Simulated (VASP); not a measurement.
# SrCl2 (R-3m) in VASP: a series of runs

Runs on SrCl2. Level: PBEsol. Tasks: single point.

All numbers are computed with VASP 6.6.1; they aren't measurements. Logs are shortened: lines on timing, memory, paths and dates and some standing lists are left out, and cuts for length are marked.

**1. The cell of the first run**

It takes space group R-3m (No. 166, trigonal). The conventional cell has a = 6.210 Å, b = 6.210 Å, c = 7.606 Å, α = 90.00°, β = 90.00°, γ = 120.00°. Sr (site symmetry -3m) has 2 Cl at 1.90 Å within 2.5 Å. Within 2.5 Å of Cl (site symmetry 3m) lie 1 Sr at 1.90 Å.

**2. Single point, PBEsol**

INCAR

```
SYSTEM = SrCl2
ALGO = Normal
EDIFF = 1E-6
ENCUT = 520
GGA = PS
ISIF = 2
ISMEAR = 0
LASPH = .TRUE.
LCHARG = .TRUE.
LELF = .TRUE.
LREAL = .FALSE.
LVHAR = .TRUE.
LWAVE = .FALSE.
NBANDS = 19
NELM = 100
PREC = Accurate
SIGMA = 0.05
```

KPOINTS

```
k-points
0
G
  6 6 6
  0 0 0
```

POSCAR

```
SrCl2
1.0
   -1.4638182731      2.9276365463      2.9276365463
    2.9276365463     -1.4638182731      2.9276365463
    2.9276365463      2.9276365463     -1.4638182731
Sr Cl
1 2
Direct
    0.0000000000      0.0000000000      0.0000000000
    0.2500000000      0.2500000000      0.2500000000
    0.7500000000      0.7500000000      0.7500000000
```

Potentials or basis: VASP PAW PBE potentials, release 64 (Sr_sv, Cl).

The run is started by

```
$ cat potpaw_PBE.64/Sr_sv/POTCAR potpaw_PBE.64/Cl/POTCAR > POTCAR
$ mpirun -np 1 vasp_std > vasp.out
```

OUTCAR:

```text
SYSTEM = SrCl2
   EDIFF = 1E-6
   ENCUT = 520
   GGA = PS
   ISIF = 2
   ISMEAR = 0
   LASPH = .TRUE.
   LREAL = .FALSE.
   NELM = 100
   PREC = Accurate

 ion  position               nearest neighbor table
   1  0.000  0.000  0.000-   2 1.90   3 1.90   3 3.64   2 3.64   3 3.64   3 3.64   2 3.64   2 3.64

   2  0.250  0.250  0.250-   1 1.90   1 3.64   1 3.64   1 3.64
   3  0.750  0.750  0.750-   1 1.90   1 3.64   1 3.64   1 3.64

 -----------------------------------------------------------------------------
|                                                                             |
|           W    W    AA    RRRRR   N    N  II  N    N   GGGG   !!!           |
|           W    W   A  A   R    R  NN   N  II  NN   N  G    G  !!!           |
|           W    W  A    A  R    R  N N  N  II  N N  N  G       !!!           |
|           W WW W  AAAAAA  RRRRR   N  N N  II  N  N N  G  GGG   !            |
|           WW  WW  A    A  R   R   N   NN  II  N   NN  G    G                |
|           W    W  A    A  R    R  N    N  II  N    N   GGGG   !!!           |
|                                                                             |
|     The distance between some ions is very small. Please check the          |
|     nearest-neighbor list in the OUTCAR file.                               |
|     I HOPE YOU KNOW WHAT YOU ARE DOING!                                     |
|                                                                             |
 -----------------------------------------------------------------------------

  LATTYP: Found a simple cubic cell.
 ALAT       =     4.3914548194

  Lattice vectors:

 A1 = (  -1.4638182731,   2.9276365463,   2.9276365463)
 A2 = (   2.9276365463,  -1.4638182731,   2.9276365463)
 A3 = (   2.9276365463,   2.9276365463,  -1.4638182731)

Analysis of symmetry for initial positions (statically):
=====================================================================
 Subroutine PRICEL returns:
 Original cell was already a primitive cell.

 Routine SETGRP: Setting up the symmetry group for a
 simple cubic supercell.

 Subroutine GETGRP returns: Found 12 space group operations
 (whereof 12 operations were pure point group operations)
 out of a pool of 48 trial point group operations.

The static configuration has the point symmetry D_3d.

Analysis of symmetry for dynamics (positions and initial velocities):
=====================================================================
 Subroutine PRICEL returns:
 Original cell was already a primitive cell.

[... 107 lines left out ...]
   ENCUT  =  520.0 eV  38.22 Ry    6.18 a.u.   8.17  8.17  8.17*2*pi/ulx,y,z
   NELM   =    100;   NELMIN=  2; NELMDL= -5     # of ELM steps
   EDIFF  = 0.1E-05   stopping-criterion for ELM
   LREAL  =      F    real-space projection
   EDIFFG = 0.1E-04   stopping-criterion for IOM
   NSW    =      0    number of steps for IOM
   IBRION =     -1    ionic relax: 0-MD 1-quasi-New 2-CG
   NFREE  =      0    steps in history (QN), initial steepest desc. (CG)
   ISIF   =      2    stress and relaxation
   ISYM   =      2    0-nonsym 1-usesym 2-fastsym
   POTIM  = 0.5000    time-step for ionic-motion
   TEBEG  =    0.0;   TEEND  =   0.0 temperature during run
   PSTRESS=    0.0 pullay stress
   NELECT =      24.0000    total number of electrons
   NUPDOWN=      -1.0000    fix difference up-down
   EMIN   =  10.00;   EMAX   =-10.00  energy-range for DOS
   EFERMI =   0.00;   METHOD = LEGACY
   ISMEAR =     0;   SIGMA  =   0.05  broadening in eV -4-tet -1-fermi 0-gaus
   EFERMI_NEDOS =   21; number of points for ismear=-14 and -15
   IALGO  =     38    algorithm
   IMIX   =      4    mixing-type and parameters
     AMIX     =   0.40;   BMIX     =  1.00
     AMIX_MAG =   1.60;   BMIX_MAG =  1.00
  volume/ion in A,a.u.               =      28.23       190.50
  Fermi-wavevector in a.u.,A,eV,Ry     =   1.075318  2.032056 15.732530  1.156308
  Thomas-Fermi vector in A             =   2.211171
   LORBIT       =      0    0 simple, 1 ext, 2 COOP (PROOUT), +10 PAW based schemes
   GGA     = PS    functional components
   LHFCALC =     F    Hartree Fock is set to
   AEXX    =    0.0000 exact exchange contribution
   IVDW    =     0    specifies the selected vdW correction
   LEPSILON=     F    determine dielectric tensor
   LRPA    =     F    only Hartree local field effects (RPA)
 non-spin polarized calculation
 Gauss-broadening in eV      SIGMA  =   0.05
  energy-cutoff  :      520.00
  volume of cell :       84.69
 maximum number of plane-waves:      2301
 NGX is ok and might be reduce to    36

 number of electron      24.0000000 magnetization

 Free energy of the ion-electron system (eV)
  ---------------------------------------------------
  ext. energy  EPLUGINS =         0.00000000
  ---------------------------------------------------
  free energy    TOTEN  =         0.34645238 eV

  energy without entropy =        0.34647685  energy(sigma->0) =        0.34646462

 E-fermi :   3.6149     XC(G=0):  -8.2379

 val. band max:        3.5343473810   @ k =   0.0000   0.0000   0.0000
 cond. band min:       3.6926742635   @ k =   0.0000   0.0000   0.0000
 fundamental gap:      0.1583268825
 Fermi energy:         3.6149403937

 k-point     1 :       0.0000    0.0000    0.0000
  band No.  band energies     occupation
      1     -32.6001      2.00000
      2     -19.4603      2.00000
      3     -14.2464      2.00000
      4     -14.2464      2.00000
      5     -13.6120      2.00000
      6      -9.8317      2.00000
[... 505 lines left out ...]
      6      -9.9782      2.00000
[... 11 lines left out ...]
     18       8.5136      0.00000
     19       9.8118      0.00000

 [... further k-points ...]
[... 5 lines left out ...]
  --------------------------------------------------------------------------------------
  -------------------------------------------------------------------------------------
  Total       29.9122478     29.9122478     29.9122478     31.8398364     31.8398364     31.8398364
  in kB      565.8930704    565.8930704    565.8930704    602.3600387    602.3600387    602.3600387
  external PRESSURE =     565.8930704 kB  Pullay stress =       0.0000000 kB

 VOLUME and BASIS-vectors are now :
 -----------------------------------------------------------------------------
  energy-cutoff  :      520.00
  volume of cell :       84.69
      direct lattice vectors                 reciprocal lattice vectors
    -1.463818273  2.927636546  2.927636546    -0.075904990  0.151809980  0.151809980
     2.927636546 -1.463818273  2.927636546     0.151809980 -0.075904990  0.151809980
     2.927636546  2.927636546 -1.463818273     0.151809980  0.151809980 -0.075904990

 POSITION                                       TOTAL-FORCE (eV/Angst)
 -----------------------------------------------------------------------------------
      0.00000      0.00000      0.00000         0.000000      0.000000     -0.000000
      1.09786      1.09786      1.09786        13.977113     13.977113     13.977113
      3.29359      3.29359      3.29359       -13.977113    -13.977113    -13.977113
 -----------------------------------------------------------------------------------
    total drift:                                0.000000      0.000000     -0.000000

  FREE ENERGIE OF THE ION-ELECTRON SYSTEM (eV)
  ---------------------------------------------------
  free  energy   TOTEN  =         0.3464523846 eV

  energy  without entropy=        0.3464768491  energy(sigma->0) =        0.34646462
```

OSZICAR:

```text
N       E                     dE             d eps       ncg     rms          rms(c)
DAV:   1     0.167904942366E+03    0.16790E+03   -0.11620E+04  1216   0.113E+03
DAV:   2     0.102880830258E+02   -0.15762E+03   -0.15356E+03  1598   0.234E+02
DAV:   3    -0.103224057102E+01   -0.11320E+02   -0.11238E+02  1537   0.607E+01
DAV:   4    -0.155405444669E+01   -0.52181E+00   -0.52135E+00  1915   0.117E+01
DAV:   5    -0.155995033017E+01   -0.58959E-02   -0.58955E-02  1573   0.132E+00    0.158E+02
DAV:   6     0.221020478889E+00    0.17810E+01   -0.38057E+00  1276   0.101E+01    0.805E+01
DAV:   7     0.322554206483E+00    0.10153E+00   -0.19580E+00  1432   0.721E+00    0.524E+00
DAV:   8     0.351074675520E+00    0.28520E-01   -0.24872E-01  1285   0.261E+00    0.432E+00
DAV:   9     0.346937638038E+00   -0.41370E-02   -0.13958E-02  1453   0.694E-01    0.125E+00
DAV:  10     0.346740485493E+00   -0.19715E-03   -0.35224E-03  1486   0.289E-01    0.344E-01
DAV:  11     0.346455143910E+00   -0.28534E-03   -0.45417E-04  1329   0.135E-01    0.126E-01
DAV:  12     0.346459663917E+00    0.45200E-05   -0.18022E-05  1774   0.266E-02    0.589E-02
DAV:  13     0.346453043792E+00   -0.66201E-05   -0.13340E-05  1361   0.204E-02    0.233E-02
DAV:  14     0.346452384558E+00   -0.65923E-06   -0.51843E-07  1119   0.485E-03
   1 F= 0.34645238E+00 E0= 0.34646462E+00  d E =-.244646E-04
```

stdout:

```text
POSCAR found type information on POSCAR SrCl
 POSCAR found :  2 types and       3 ions
 scaLAPACK will be used
 -----------------------------------------------------------------------------
|                                                                             |
|                                                                             |
|     You enforced a specific xc type in the INCAR file but a different       |
[... 18 lines left out ...]
 -----------------------------------------------------------------------------

 POSCAR, INCAR and KPOINTS ok, starting setup
 FFT: planning ... GRIDC
 FFT: planning ... GRID_SOFT
 FFT: planning ... GRID
 WAVECAR not read
 entering main loop
```

Wall time 38 s (1 thread of AMD EPYC 9R45 (Zen 5), shared host); peak memory 0.19 GiB.

Results:

```
Free energy            : 0.3465 eV
Pressure               : 56.6 GPa
Largest force          : 24.209 eV/Å
Band gap on the k mesh : 0.16 eV, direct
```

Forces in eV/Å, atoms in the order of the input:
```
Sr    0.000   0.000   0.000
Cl   13.977  13.977  13.977
Cl  -13.977 -13.977 -13.977
```

Levels at points of the mesh, in eV from the valence-band top:
```
           k point  band 10  band 11  band 12  band 13  band 14  band 15
(0.00, 0.00, 0.00)    -4.41    -4.41     0.00     0.16     3.37     3.37
(0.50, 0.00, 0.00)    -4.95    -4.94    -1.01     1.18     2.08     4.18
(0.50, 0.50, 0.00)    -5.61    -4.64    -0.12     1.36     2.96     3.73
(0.50, 0.50, 0.50)    -4.92    -4.92    -1.50     2.68     2.68     4.07
```

Caveat: the PAW data sets were made with another functional, which shifts forces and pressure a little.

**3. Single point, PBEsol**

This run uses another cell than the first one, of the same volume but with other edges.

INCAR

```
SYSTEM = SrCl2
ALGO = Normal
EDIFF = 1E-7
ENCUT = 520
GGA = PS
ISIF = 2
ISMEAR = 0
LASPH = .True.
LCHARG = .True.
LELF = .True.
LREAL = .False.
LVHAR = .True.
LWAVE = .False.
NBANDS = 19
NELM = 100
PREC = Accurate
SIGMA = 0.05
```

KPOINTS

```
k-points
0
Gamma
  6 6 6
  0 0 0
```

POSCAR

```
SrCl2
1.0
    1.8442954555      4.6107386389      4.6107386389
    4.6107386389      1.8442954555      4.6107386389
    4.6107386389      4.6107386389      1.8442954555
Sr Cl
1 2
Direct
    0.0000000000      0.0000000000      0.0000000000
    0.2500000000      0.2500000000      0.2500000000
    0.7500000000      0.7500000000      0.7500000000
```

Potentials or basis: VASP PAW PBE potentials, release 64 (Sr_sv, Cl).

The run is started by

```
$ cat potpaw_PBE.64/Sr_sv/POTCAR potpaw_PBE.64/Cl/POTCAR > POTCAR
$ mpirun -np 1 vasp_std > vasp.out
```

Run time: 1.9 min. Hardware: 1 thread of AMD EPYC 9R45 (Zen 5), shared host; peak memory 0.31 GiB.

Results (log left out):

```
Free energy            : -12.7158 eV
Pressure               : 5.7 GPa
Largest force          : 0.318 eV/Å
Band gap on the k mesh : 5.14 eV, indirect (least direct gap 5.53 eV)
```

Forces in eV/Å, atoms in the order of the input:
```
Sr   0.000  0.000  0.000
Cl  -0.184 -0.184 -0.184
Cl   0.184  0.184  0.184
```

Stress tensor (GPa, compression positive):
```
 5.75 -1.85 -1.85
-1.85  5.75 -1.85
-1.85 -1.85  5.75
```

Levels at points of the mesh, in eV from the valence-band top:
```tsv
k point	band 10	band 11	band 12	band 13	band 14	band 15
(0.00, 0.00, 0.00)	0.00	0.00	0.00	5.97	6.99	6.99
(0.50, 0.00, 0.00)	-0.93	-0.43	-0.24	5.47	8.86	8.98
(0.50, 0.50, 0.00)	-0.72	-0.40	-0.39	5.14	8.14	8.86
(0.50, 0.50, 0.50)	-0.79	-0.08	-0.08	6.75	7.07	7.07
```

Caveat: the PAW data sets were made with another functional, which shifts forces and pressure a little.

**4. Single point, PBEsol**

This run uses another cell than the first one, of the same volume but with other edges.

INCAR

```
SYSTEM = SrCl2
  PREC = Accurate
  ENCUT = 520
  EDIFF = 1E-6
  ISMEAR = 0
  SIGMA = 0.05
  LREAL = .FALSE.
  LASPH = .TRUE.
  NELM = 60
  ALGO = Normal
  ISIF = 2
  LWAVE = .FALSE.
  LCHARG = .FALSE.
  GGA = PS
  NBANDS = 19
```

KPOINTS

```
Automatic mesh
0
G
  6 6 6
  0 0 0
```

POSCAR

```
SrCl2
1.0
   -0.7553572054      3.1516628226      3.1516628226
    3.1516628226     -0.7553572054      3.1516628226
    3.1516628226      3.1516628226     -0.7553572054
Sr Cl
1 2
Direct
    0.0000000000      0.0000000000      0.0000000000
    0.2500000000      0.2500000000      0.2500000000
    0.7500000000      0.7500000000      0.7500000000
```

The run is started by

```
$ cat potpaw_PBE.64/Sr_sv/POTCAR potpaw_PBE.64/Cl/POTCAR > POTCAR
$ mpirun -np 1 vasp_std > vasp.out
```

It took 31 s on 1 thread of AMD EPYC 9R45 (Zen 5), shared host; peak memory 0.19 GiB.

Results (log left out):

```
Free energy            : -11.7892 eV
Pressure               : 9.3 GPa
Largest force          : 3.899 eV/Å
Band gap on the k mesh : 4.82 eV, indirect (least direct gap 4.83 eV)
```

Forces on the atoms (eV/Å):
```
Sr   0.000  0.000  0.000
Cl   2.251  2.251  2.251
Cl  -2.251 -2.251 -2.251
```

Stress tensor (GPa, compression positive):
```
 9.28 12.29 12.29
12.29  9.28 12.29
12.29 12.29  9.28
```

Levels at points of the mesh, in eV from the valence-band top:
| k point | band 8 | band 9 | band 10 | band 11 | band 12 | band 13 | band 14 | band 15 | band 16 | band 17 |
| --- | --- | --- | --- | --- | --- | --- | --- | --- | --- | --- |
| (0.00, 0.00, 0.00) | -2.30 | -2.16 | -0.37 | -0.37 | -0.02 | 4.82 | 6.36 | 6.36 | 8.03 | 8.03 |
| (0.50, 0.00, 0.00) | -1.74 | -1.62 | -1.38 | -1.16 | -0.37 | 6.14 | 6.94 | 7.38 | 7.68 | 7.95 |
| (0.50, 0.50, 0.00) | -2.12 | -1.20 | -1.11 | -0.41 | 0.00 | 5.66 | 6.58 | 7.60 | 7.86 | 7.91 |
| (0.50, 0.50, 0.50) | -1.62 | -1.62 | -1.25 | -1.25 | -0.72 | 7.44 | 7.44 | 7.52 | 7.89 | 7.89 |

Caveat: the PAW data sets were made with another functional, which shifts forces and pressure a little.

**5. Single point, PBEsol**

This run uses another cell than the first one, of the same volume but with other edges.

INCAR

```
SYSTEM = SrCl2
ALGO = Normal
EDIFF = 1E-6
ENCUT = 520
GGA = PS
ISIF = 2
ISMEAR = 0
LASPH = .TRUE.
LCHARG = .FALSE.
LREAL = .FALSE.
LWAVE = .FALSE.
NBANDS = 19
NELM = 80
PREC = Accurate
SIGMA = 0.05
```

KPOINTS

```
k-points
0
G
  6 6 6
  0 0 0
```

POSCAR

```
SrCl2
1.0
    0.8496068016      3.9579243683      3.9579243683
    3.9579243683      0.8496068016      3.9579243683
    3.9579243683      3.9579243683      0.8496068016
Sr Cl
1 2
Direct
    0.0000000000      0.0000000000      0.0000000000
    0.2500000000      0.2500000000      0.2500000000
    0.7500000000      0.7500000000      0.7500000000
```

The run is started by

```
$ cat potpaw_PBE.64/Sr_sv/POTCAR potpaw_PBE.64/Cl/POTCAR > POTCAR
$ mpirun -np 1 vasp_std > vasp.out
```

It took 46 s on 1 thread of AMD EPYC 9R45 (Zen 5), shared host; peak memory 0.24 GiB.

Results (log left out):

| Property | Result |
| --- | --- |
| Free energy | -13.1283 eV |
| Pressure | 2.5 GPa |
| Largest force | 0.309 eV/Å |
| Band gap on the k mesh | 5.33 eV, direct |

Forces in eV/Å, atoms in the order of the input:
```
Sr   0.000  0.000  0.000
Cl  -0.179 -0.179 -0.179
Cl   0.179  0.179  0.179
```

Stress tensor (GPa, compression positive):
```
 2.52 -0.70 -0.70
-0.70  2.52 -0.70
-0.70 -0.70  2.52
```

Levels at points of the mesh, in eV from the valence-band top:
| k point | band 9 | band 10 | band 11 | band 12 | band 13 | band 14 | band 15 | band 16 |
| --- | --- | --- | --- | --- | --- | --- | --- | --- |
| (0.00, 0.00, 0.00) | -1.86 | -0.45 | -0.45 | 0.00 | 5.33 | 6.30 | 6.30 | 7.65 |
| (0.50, 0.00, 0.00) | -1.39 | -1.35 | -0.93 | -0.85 | 6.38 | 7.36 | 7.84 | 8.13 |
| (0.50, 0.50, 0.00) | -1.33 | -0.97 | -0.31 | -0.22 | 5.48 | 6.84 | 8.10 | 8.12 |
| (0.50, 0.50, 0.50) | -1.39 | -1.25 | -0.78 | -0.78 | 6.51 | 6.58 | 6.58 | 7.53 |

Caveat: the PAW data sets were made with another functional, which shifts forces and pressure a little.

**6. The runs side by side**

| cell | gap on the mesh (eV) | pressure (GPa) | largest force (eV/Å) |
| --- | --- | --- | --- |
| a = 4.391 Å, 3 atoms | 0.16 | 56.6 | 24.21 |
| a = 6.776 Å, angles 33.6°, 3 atoms | 5.14 | 5.7 | 0.32 |
| a = 4.521 Å, angles 75.3°, 3 atoms | 4.82 | 9.3 | 3.90 |
| a = 5.661 Å, angles 45.7°, 3 atoms | 5.33 | 2.5 | 0.31 |

Alike in all rows: task single point; level PBEsol; potentials or basis VASP PAW PBE potentials, release 64 (Sr_sv, Cl); no spin polarisation; k mesh 6 × 6 × 6; cutoff (eV) 520; smearing gaussian 0.05 eV.

Caveats: the PAW data sets were made with another functional, which shifts forces and pressure a little.

Total energies depend on the potentials used, so only differences within one code and one set of settings carry meaning.
